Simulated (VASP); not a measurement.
Set up this calculation in VASP 6.6.1, as the native input.

| Property | Result |
| --- | --- |
| Task | single point |
| Functional | PBEsol |
| Potentials or basis | VASP PAW PBE potentials, release 64 (Si, Mg, O) |
| Cutoff | 520 eV |
| k mesh | 1 × 1 × 1, shifted |
| Occupations | fermi-dirac, width 0.05 eV |
| Spin | no spin polarisation |
| Dipole correction | no |
| Further INCAR settings | LREAL = Auto; ALGO = Normal; EDIFF = 1e-06; NBANDS = 232; ISYM = 0 |

The structure of MgSi11O24 (a cell with a defect) lies in POSCAR:

```
MgSi11O24
1.0
    8.3886930000      0.0000000000      0.0000000000
    0.0000000000      8.3886930000      0.0000000000
    0.0000000000      0.0000000000      8.0356430000
Si Mg O
22 2 48
Direct
    0.9996170000      0.9994910000      0.9981270000
    0.9998050000      0.9996490000      0.3348650000
    0.9996690000      0.9995210000      0.6665030000
    0.9998440000      0.4997660000      0.9996480000
    0.9996850000      0.4993360000      0.3333650000
    0.9997070000      0.4995070000      0.6664890000
    0.4999050000      0.9996110000      0.9996400000
    0.4995270000      0.9995440000      0.3333570000
    0.4996680000      0.9995160000      0.6665100000
    0.4997140000      0.4995350000      0.6664940000
    0.2461320000      0.2460240000      0.1664770000
    0.2486650000      0.2485730000      0.4981390000
    0.2484910000      0.2482860000      0.8348780000
    0.2455110000      0.7537600000      0.1664790000
    0.2522570000      0.7471290000      0.5020110000
    0.2521160000      0.7470200000      0.8309840000
    0.7539340000      0.2453370000      0.1665130000
    0.7472670000      0.2520800000      0.5020080000
    0.7471750000      0.2519550000      0.8309820000
    0.7533220000      0.7531080000      0.1665220000
    0.7509690000      0.7507800000      0.4981150000
    0.7507250000      0.7505380000      0.8348700000
    0.4997740000      0.4995150000      0.0018430000
    0.4997350000      0.4996270000      0.3311170000
    0.1470660000      0.1470160000      0.9990680000
    0.1471510000      0.1470610000      0.3335830000
    0.1519710000      0.1518160000      0.6662870000
    0.1480870000      0.6551950000      0.9971950000
    0.1483920000      0.6549200000      0.3356350000
    0.1455870000      0.6559190000      0.6664180000
    0.6554350000      0.1478270000      0.9972130000
    0.6551460000      0.1480980000      0.3356470000
    0.6560780000      0.1453930000      0.6664170000
    0.6629110000      0.6627320000      0.0019160000
    0.6630330000      0.6629890000      0.3314670000
    0.6542710000      0.6541070000      0.6664170000
    0.3364240000      0.3361240000      0.0015130000
    0.3365370000      0.3363950000      0.3311070000
    0.3451500000      0.3449530000      0.6665820000
    0.3442590000      0.8510400000      0.9973570000
    0.3440350000      0.8512820000      0.3357870000
    0.3432880000      0.8536680000      0.6665790000
    0.8511040000      0.3441820000      0.9973640000
    0.8513620000      0.3439070000      0.3358130000
    0.8538050000      0.3431360000      0.6665670000
    0.8522880000      0.8520590000      0.9993950000
    0.8523690000      0.8521120000      0.3339520000
    0.8474250000      0.8472550000      0.6667180000
    0.0937470000      0.4011530000      0.1664080000
    0.0969560000      0.4028230000      0.5002950000
    0.0967640000      0.4028140000      0.8327080000
    0.0968100000      0.9024620000      0.1665000000
    0.0972600000      0.9019210000      0.5011900000
    0.0973260000      0.9020120000      0.8318020000
    0.6152950000      0.3840380000      0.1665190000
    0.6032930000      0.3952800000      0.5135450000
    0.6039540000      0.3959070000      0.8194100000
    0.5981340000      0.9056060000      0.1665910000
    0.5963900000      0.9025120000      0.5002910000
    0.5964150000      0.9022860000      0.8327200000
    0.4013310000      0.0936020000      0.1664130000
    0.4029800000      0.0968110000      0.5002880000
    0.4029950000      0.0965720000      0.8327110000
    0.3842530000      0.6151600000      0.1664580000
    0.3954580000      0.6031500000      0.5135860000
    0.3960940000      0.6037860000      0.8194330000
    0.9026250000      0.0966370000      0.1665030000
    0.9020660000      0.0970840000      0.5011940000
    0.9021480000      0.0971920000      0.8317970000
    0.9057820000      0.5979610000      0.1666010000
    0.9026880000      0.5962520000      0.5002790000
    0.9024900000      0.5962270000      0.8327130000
```

The input as run:

INCAR

```
SYSTEM = MgSi11O24
ALGO = Normal
EDIFF = 1E-6
ENCUT = 520
GGA = PS
ISIF = 2
ISMEAR = -1
ISYM = 0
LASPH = .TRUE.
LCHARG = .TRUE.
LELF = .TRUE.
LREAL = Auto
LVHAR = .TRUE.
LWAVE = .FALSE.
NBANDS = 232
NELM = 80
PREC = Accurate
SIGMA = 0.05
```

KPOINTS

```
Automatic mesh
0
Gamma
  1 1 1
  0.25 0.25 0.25
```

Potentials or basis: VASP PAW PBE potentials, release 64 (Si, Mg, O).

Command:

```console
$ cat potpaw_PBE.64/Si/POTCAR potpaw_PBE.64/Mg/POTCAR potpaw_PBE.64/O/POTCAR > POTCAR
$ mpirun -np 1 vasp_std > vasp.out
```

Results of the run:

| Property | Result |
| --- | --- |
| Pressure | 8.6 GPa |
| Largest force | 0.181 eV/Å |
| Band gap on the k mesh | 0.05 eV |

Caveat: semilocal functionals underestimate gaps, and a narrow one can read as zero; the PAW data sets were made with another functional, which shifts forces and pressure a little.

Wall time 13 min on 1 thread of Intel(R) Xeon(R) 6975P-C (Granite Rapids) (shared host), peak memory 0.73 GiB.
